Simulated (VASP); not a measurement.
# Y (P6_3/mmc) in VASP: further runs

Y is run at these levels: PBE, LDA, PBEsol; tasks: single point.

All numbers are computed with VASP 6.6.1; they aren't measurements. Logs are shortened: lines on timing, memory, paths and dates and some standing lists are left out, and cuts for length are marked.

### Step 1. The cell of the first run

The structure is hexagonal, space group P6_3/mmc (No. 194). Conventional cell: a = 3.505 Å, b = 3.505 Å, c = 5.747 Å, α = 90.00°, β = 90.00°, γ = 120.00°. Y (site symmetry -6m2) has 12 Y at 3.51 Å within 4.6 Å.

### Step 2. Single point, PBE (x and y stretched by -4 %, z held)

File INCAR:

```
SYSTEM = Y
PREC     = Accurate       ! precision mode
ENCUT    = 520            ! plane-wave cutoff, eV
EDIFF    = 1E-6           ! SCF threshold, eV
ISMEAR   = -1             ! smearing method
SIGMA    = 0.08           ! smearing width, eV
LREAL    = .False.        ! projectors in reciprocal space
LASPH    = .True.         ! aspherical terms in the spheres
NELM     = 80             ! most SCF steps
ALGO     = Normal         ! electronic algorithm
ISIF     = 2              ! what is computed and relaxed
LWAVE    = .False.        ! write WAVECAR
LCHARG   = .False.        ! write CHGCAR
GGA      = PE             ! functional
NBANDS   = 18             ! bands
```

File KPOINTS:

```
Automatic mesh
0
Gamma
  12 12 7
  0 0 0
```

File POSCAR:

```
Y
1.0
    3.5054392676      0.0000000000      0.0000000000
   -1.7527196338      3.0357994572      0.0000000000
    0.0000000000      0.0000000000      5.7474000000
Y
2
Direct
    0.3333333333      0.6666666667      0.2500000000
    0.6666666667      0.3333333333      0.7500000000
```

Potentials or basis: VASP PAW PBE potentials, release 64 (Y_sv).

Launch:

```sh
> cat potpaw_PBE.64/Y_sv/POTCAR > POTCAR
> mpirun -np 1 vasp_std > vasp.out
```

OUTCAR:

```text
SYSTEM = Y
   PREC = Accurate
   ENCUT = 520
   EDIFF = 1E-6
   ISMEAR = -1
   LREAL = .False.
   LASPH = .True.
   NELM = 80
   ISIF = 2
   GGA = PE

 ion  position               nearest neighbor table
   1  0.333  0.667  0.250-   2 3.51   2 3.51   2 3.51   2 3.51   2 3.51   2 3.51
   2  0.667  0.333  0.750-   1 3.51   1 3.51   1 3.51   1 3.51   1 3.51   1 3.51

  LATTYP: Found a hexagonal cell.
 ALAT       =     3.5054392676
 C/A-ratio  =     1.6395662744

  Lattice vectors:

 A1 = (   3.5054392676,   0.0000000000,   0.0000000000)
 A2 = (  -1.7527196338,   3.0357994572,   0.0000000000)
 A3 = (   0.0000000000,   0.0000000000,   5.7474000000)

Analysis of symmetry for initial positions (statically):
=====================================================================
 Subroutine PRICEL returns:
 Original cell was already a primitive cell.

 Routine SETGRP: Setting up the symmetry group for a
 hexagonal supercell.

 Subroutine GETGRP returns: Found 24 space group operations
 (whereof 12 operations were pure point group operations)
 out of a pool of 24 trial point group operations.

The static configuration has the point symmetry D_3d.
 The point group associated with its full space group is D_6h.

Analysis of symmetry for dynamics (positions and initial velocities):
=====================================================================
 Subroutine PRICEL returns:
 Original cell was already a primitive cell.

 Routine SETGRP: Setting up the symmetry group for a
 hexagonal supercell.

 Subroutine GETGRP returns: Found 24 space group operations
 (whereof 12 operations were pure point group operations)
 out of a pool of 24 trial point group operations.

The dynamic configuration has the point symmetry D_3d.
 The point group associated with its full space group is D_6h.

 Subroutine INISYM returns: Found 24 space group operations
 (whereof 12 operations are pure point group operations),
 and found     1 'primitive' translations

----------------------------------------------------------------------------------------

                                     Primitive cell

  volume of cell :      61.1627

  direct lattice vectors                    reciprocal lattice vectors
     3.505439268  0.000000000  0.000000000     0.285270953  0.164701261  0.000000000
    -1.752719634  3.035799457  0.000000000     0.000000000  0.329402523  0.000000000
     0.000000000  0.000000000  5.747400000     0.000000000  0.000000000  0.173991718

  length of vectors
     3.505439268  3.505439268  5.747400000     0.329402523  0.329402523  0.173991718

  position of ions in fractional coordinates (direct lattice)
     0.333333333  0.666666667  0.250000000
     0.666666667  0.333333333  0.750000000

  ion indices of the primitive-cell ions
   primitive index   ion index
                 1           1
                 2           2

----------------------------------------------------------------------------------------

 KPOINTS: Automatic mesh

Automatic generation of k-mesh.
 Grid dimensions read from file:
 generate k-points for:   12   12    7

 Generating k-lattice:

  Cartesian coordinates                     Fractional coordinates (reciprocal lattice)
     0.023772579  0.013725105  0.000000000     0.083333333  0.000000000  0.000000000
     0.000000000  0.027450210  0.000000000     0.000000000  0.083333333  0.000000000
     0.000000000  0.000000000  0.024855960     0.000000000  0.000000000  0.142857143

  Length of vectors
     0.027450210  0.027450210  0.024855960

  Shift w.r.t. Gamma in fractional coordinates (k-lattice)
     0.000000000  0.000000000  0.000000000

 Subroutine IBZKPT returns following result:
 ===========================================

 Found     76 irreducible k-points:

 Following reciprocal coordinates:
            Coordinates               Weight
  0.000000  0.000000  0.000000      1.000000
  0.083333  0.000000  0.000000      6.000000
  0.166667  0.000000  0.000000      6.000000
  0.250000  0.000000  0.000000      6.000000
  0.333333  0.000000  0.000000      6.000000
  0.416667  0.000000  0.000000      6.000000
[... 16 lines left out ...]
  0.250000  0.000000  0.142857     12.000000
  0.333333  0.000000  0.142857     12.000000
 [... further k-points ...]
   k-points           NKPTS =     76   k-points in BZ     NKDIM =     76   number of bands    NBANDS=     18
   number of dos      NEDOS =    301   number of ions     NIONS =      2
   total plane-waves  NPLWV =  37632
   dimension x,y,z NGX =    28 NGY =   28 NGZ =   48
   dimension x,y,z NGXF=    56 NGYF=   56 NGZF=   96
   ions per type =               2
   NGX,Y,Z   is equivalent  to a cutoff of  13.28, 13.28, 13.88 a.u.
   NGXF,Y,Z  is equivalent  to a cutoff of  26.56, 26.56, 27.77 a.u.
 SYSTEM =  Y
   PREC   = accura    normal or accurate (medium, high low for compatibility)
   ISTART =      0    job   : 0-new  1-cont  2-samecut
   ICHARG =      2    charge: 1-file 2-atom 10-const
   ISPIN  =      1    spin polarized calculation?
   LNONCOLLINEAR =      F non collinear calculations
   LSORBIT =      F    spin-orbit coupling
   LASPH  =      T    aspherical Exc in radial PAW
   ENCUT  =  520.0 eV  38.22 Ry    6.18 a.u.   6.52  6.52 10.69*2*pi/ulx,y,z
   NELM   =     80;   NELMIN=  2; NELMDL= -5     # of ELM steps
   EDIFF  = 0.1E-05   stopping-criterion for ELM
   LREAL  =      F    real-space projection
   EDIFFG = 0.1E-04   stopping-criterion for IOM
   NSW    =      0    number of steps for IOM
   IBRION =     -1    ionic relax: 0-MD 1-quasi-New 2-CG
   NFREE  =      0    steps in history (QN), initial steepest desc. (CG)
   ISIF   =      2    stress and relaxation
   ISYM   =      2    0-nonsym 1-usesym 2-fastsym
   POTIM  = 0.5000    time-step for ionic-motion
   TEBEG  =    0.0;   TEEND  =   0.0 temperature during run
   PSTRESS=    0.0 pullay stress
   NELECT =      22.0000    total number of electrons
   NUPDOWN=      -1.0000    fix difference up-down
   EMIN   =  10.00;   EMAX   =-10.00  energy-range for DOS
   EFERMI =   0.00;   METHOD = LEGACY
   ISMEAR =    -1;   SIGMA  =   0.08  broadening in eV -4-tet -1-fermi 0-gaus
   EFERMI_NEDOS =   21; number of points for ismear=-14 and -15
   IALGO  =     38    algorithm
   IMIX   =      4    mixing-type and parameters
     AMIX     =   0.40;   BMIX     =  1.00
     AMIX_MAG =   1.60;   BMIX_MAG =  1.00
  volume/ion in A,a.u.               =      30.58       206.37
  Fermi-wavevector in a.u.,A,eV,Ry     =   1.164269  2.200150 18.443007  1.355523
  Thomas-Fermi vector in A             =   2.300809
   LORBIT       =      0    0 simple, 1 ext, 2 COOP (PROOUT), +10 PAW based schemes
   GGA     = PE    functional components
   LHFCALC =     F    Hartree Fock is set to
   AEXX    =    0.0000 exact exchange contribution
   IVDW    =     0    specifies the selected vdW correction
   LEPSILON=     F    determine dielectric tensor
   LRPA    =     F    only Hartree local field effects (RPA)
 non-spin polarized calculation
  energy-cutoff  :      520.00
  volume of cell :       61.16
 maximum number of plane-waves:      1681
 NGX is ok and might be reduce to    28
   NGX = 13   NGY = 13   NGZ = 21

 number of electron      22.0000001 magnetization

 Free energy of the ion-electron system (eV)
  ---------------------------------------------------
  ext. energy  EPLUGINS =         0.00000000
  ---------------------------------------------------
  free energy    TOTEN  =       -12.84542549 eV

  energy without entropy =      -12.76321282  energy(sigma->0) =      -12.80431915

 E-fermi :   3.3750     XC(G=0):  -9.7051

 val. band max:        3.3598214752   @ k =   0.5000   0.0000   0.4286
 cond. band min:       3.3778607493   @ k =   0.2500   0.2500   0.4286
 fundamental gap:      0.0180392741
 Fermi energy:         3.3750059248

 k-point     1 :       0.0000    0.0000    0.0000
  band No.  band energies     occupation
      1     -39.1488      2.00000
      2     -39.0651      2.00000
      3     -19.4841      2.00000
      4     -18.8813      2.00000
      5     -18.8813      2.00000
      6     -18.7970      2.00000
[... 10 lines left out ...]
     17       6.5698      0.00000
     18       6.5698      0.00000

 k-point     2 :       0.0833    0.0000    0.0000
  band No.  band energies     occupation
      1     -39.1438      2.00000
      2     -39.0625      2.00000
      3     -19.4686      2.00000
      4     -18.9183      2.00000
      5     -18.8928      2.00000
      6     -18.8319      2.00000
[... 10 lines left out ...]
     17       6.3167      0.00000
     18       6.4098      0.00000

 k-point     3 :       0.1667    0.0000    0.0000
  band No.  band energies     occupation
      1     -39.1296      2.00000
      2     -39.0558      2.00000
      3     -19.4245      2.00000
      4     -19.0192      2.00000
      5     -18.9338      2.00000
      6     -18.9230      2.00000
[... 10 lines left out ...]
     17       6.0560      0.00000
     18       6.4053      0.00000

 k-point     4 :       0.2500    0.0000    0.0000
  band No.  band energies     occupation
      1     -39.1096      2.00000
      2     -39.0472      2.00000
      3     -19.3583      2.00000
      4     -19.1567      2.00000
      5     -19.0670      2.00000
      6     -18.9626      2.00000
[... 10 lines left out ...]
     17       6.5916      0.00000
     18       7.0873      0.00000

 k-point     5 :       0.3333    0.0000    0.0000
  band No.  band energies     occupation
      1     -39.0881      2.00000
      2     -39.0399      2.00000
      3     -19.2933      2.00000
      4     -19.2806      2.00000
      5     -19.1943      2.00000
      6     -19.0008      2.00000
[... 10 lines left out ...]
     17       7.5392      0.00000
     18       7.9277      0.00000

 k-point     6 :       0.4167    0.0000    0.0000
  band No.  band energies     occupation
      1     -39.0705      2.00000
      2     -39.0363      2.00000
      3     -19.3922      2.00000
      4     -19.2845      2.00000
      5     -19.2086      2.00000
      6     -19.0281      2.00000
[... 10 lines left out ...]
     17       8.5353      0.00000
     18       8.7602      0.00000

 k-point     7 :       0.5000    0.0000    0.0000
  band No.  band energies     occupation
      1     -39.0632      2.00000
      2     -39.0359      2.00000
      3     -19.4281      2.00000
      4     -19.3169      2.00000
      5     -19.1747      2.00000
      6     -19.0380      2.00000
[... 10 lines left out ...]
     17       9.1215      0.00000
     18       9.3146      0.00000

 k-point     8 :       0.0833    0.0833    0.0000
  band No.  band energies     occupation
      1     -39.1341      2.00000
      2     -39.0579      2.00000
      3     -19.4388      2.00000
      4     -18.9802      2.00000
      5     -18.9359      2.00000
      6     -18.8817      2.00000
[... 10 lines left out ...]
     17       6.2294      0.00000
     18       6.2950      0.00000
[... 229 lines left out ...]
     17       8.1259      0.00000
     18       8.4397      0.00000

 k-point    20 :       0.0000    0.0000    0.1429
  band No.  band energies     occupation
      1     -39.1447      2.00000
      2     -39.0693      2.00000
      3     -19.4521      2.00000
      4     -18.8770      2.00000
      5     -18.8770      2.00000
      6     -18.8333      2.00000
[... 10 lines left out ...]
     17       6.7567      0.00000
     18       6.7567      0.00000

 k-point    21 :       0.0833    0.0000    0.1429
  band No.  band energies     occupation
      1     -39.1398      2.00000
      2     -39.0666      2.00000
      3     -19.4384      2.00000
      4     -18.9132      2.00000
      5     -18.8882      2.00000
      6     -18.8601      2.00000
[... 10 lines left out ...]
     17       6.5921      0.00000
     18       6.6313      0.00000

 k-point    22 :       0.1667    0.0000    0.1429
  band No.  band energies     occupation
      1     -39.1260      2.00000
      2     -39.0594      2.00000
      3     -19.4005      2.00000
      4     -19.0114      2.00000
      5     -18.9551      2.00000
      6     -18.9177      2.00000
[... 10 lines left out ...]
     17       6.4203      0.00000
     18       6.5221      0.00000

 k-point    23 :       0.2500    0.0000    0.1429
  band No.  band energies     occupation
      1     -39.1065      2.00000
      2     -39.0503      2.00000
      3     -19.3504      2.00000
      4     -19.1399      2.00000
      5     -19.0837      2.00000
      6     -18.9565      2.00000
[... 10 lines left out ...]
     17       6.6643      0.00000
     18       7.0565      0.00000

 k-point    24 :       0.3333    0.0000    0.1429
  band No.  band energies     occupation
      1     -39.0857      2.00000
      2     -39.0423      2.00000
      3     -19.3435      2.00000
      4     -19.2344      2.00000
      5     -19.1869      2.00000
      6     -18.9940      2.00000
[... 10 lines left out ...]
     17       7.5022      0.00000
     18       7.8456      0.00000

 [... further k-points ...]

------------------------ aborting loop because EDIFF is reached ----------------------------------------

  FORCE on cell =-STRESS in cart. coord.  units (eV):
  Direction    XX          YY          ZZ          XY          YZ          ZX
  --------------------------------------------------------------------------------------
  -------------------------------------------------------------------------------------
  Total        1.5514152      1.5514152      0.4662788      0.0000000     -0.0000000      0.0000000
  in kB       40.6398109     40.6398109     12.2143192      0.0000000     -0.0000000      0.0000000
  external PRESSURE =      31.1646470 kB  Pullay stress =       0.0000000 kB

 VOLUME and BASIS-vectors are now :
 -----------------------------------------------------------------------------
  energy-cutoff  :      520.00
  volume of cell :       61.16
      direct lattice vectors                 reciprocal lattice vectors
     3.505439268  0.000000000  0.000000000     0.285270953  0.164701261  0.000000000
    -1.752719634  3.035799457  0.000000000     0.000000000  0.329402523  0.000000000
     0.000000000  0.000000000  5.747400000     0.000000000  0.000000000  0.173991718

 POSITION                                       TOTAL-FORCE (eV/Angst)
 -----------------------------------------------------------------------------------
     -0.00000      2.02387      1.43685         0.000000      0.000000      0.000000
      1.75272      1.01193      4.31055        -0.000000     -0.000000      0.000000
 -----------------------------------------------------------------------------------
    total drift:                               -0.000000      0.000000     -0.000000

  FREE ENERGIE OF THE ION-ELECTRON SYSTEM (eV)
  ---------------------------------------------------
  free  energy   TOTEN  =       -12.8454254893 eV

  energy  without entropy=      -12.7632128205  energy(sigma->0) =      -12.80431915
```

It took 40 s on 1 thread of Intel Xeon 6975P-C (Granite Rapids), shared host; peak memory 0.24 GiB.

What came out:

| Property | Result |
| --- | --- |
| Free energy | -12.8454 eV |
| Pressure | 3.1 GPa |
| Band gap on the k mesh | zero (band 11 reaches 4.18 eV, above the bottom of band 12 at 3.01 eV) |

Caveat: the cell differs from its parent crystal (x and y stretched by -4 %, z held).

### Step 3. Single point, PBE (z stretched by -1.5 % at fixed volume)

File INCAR:

```
PREC     = Accurate       # precision mode
ENCUT    = 520            # plane-wave cutoff, eV
EDIFF    = 1E-6           # SCF threshold, eV
ISMEAR   = -1             # smearing method
SIGMA    = 0.08           # smearing width, eV
LREAL    = F              # projectors in reciprocal space
LASPH    = T              # aspherical terms in the spheres
NELM     = 80             # most SCF steps
ALGO     = Normal         # electronic algorithm
ISIF     = 2              # what is computed and relaxed
LWAVE    = F              # write WAVECAR
LCHARG   = F              # write CHGCAR
GGA      = PE             # functional
NBANDS   = 18             # bands
```

File KPOINTS:

```
regular mesh
0
Gamma
  12 12 7
```

File POSCAR:

```
Y
1.0
    3.6791974790      0.0000000000      0.0000000000
   -1.8395987394      3.1862784823      0.0000000000
    0.0000000000      0.0000000000      5.6611890000
Y
2
Direct
    0.3333333333      0.6666666667      0.2500000000
    0.6666666667      0.3333333333      0.7500000000
```

Potentials or basis: VASP PAW PBE potentials, release 64 (Y_sv).

Launch:

```sh
> cat potpaw_PBE.64/Y_sv/POTCAR > POTCAR
> mpirun -np 1 vasp_std > vasp.out
```

Run time: 40 s. Hardware: 1 thread of Intel Xeon 6975P-C (Granite Rapids), shared host; peak memory 0.23 GiB.

The run converged. Its results:

```yaml
Free_energy: -12.9043 eV
Pressure: -0.4 GPa
Band_gap_on_the_k_mesh: zero (band 11 reaches 3.93 eV, above the bottom of band 12 at 2.47 eV)
```

Stress tensor (GPa, compression positive):
```
-0.65  0.00  0.00
 0.00 -0.65  0.00
 0.00  0.00  0.09
```

Levels at points of the mesh, in eV from the Fermi level:
| k point | band 7 | band 8 | band 9 | band 10 | band 11 | band 12 | band 13 | band 14 | band 15 | band 16 |
| --- | --- | --- | --- | --- | --- | --- | --- | --- | --- | --- |
| (0.00, 0.00, 0.00) | -22.43 | -22.39 | -4.66 | -1.81 | 0.99 | 1.72 | 1.72 | 2.17 | 2.35 | 2.35 |
| (0.50, 0.00, 0.00) | -22.55 | -22.48 | -1.68 | -1.16 | -0.76 | -0.17 | 1.38 | 1.46 | 2.13 | 4.88 |

(Part 1 of 2 ends here.)
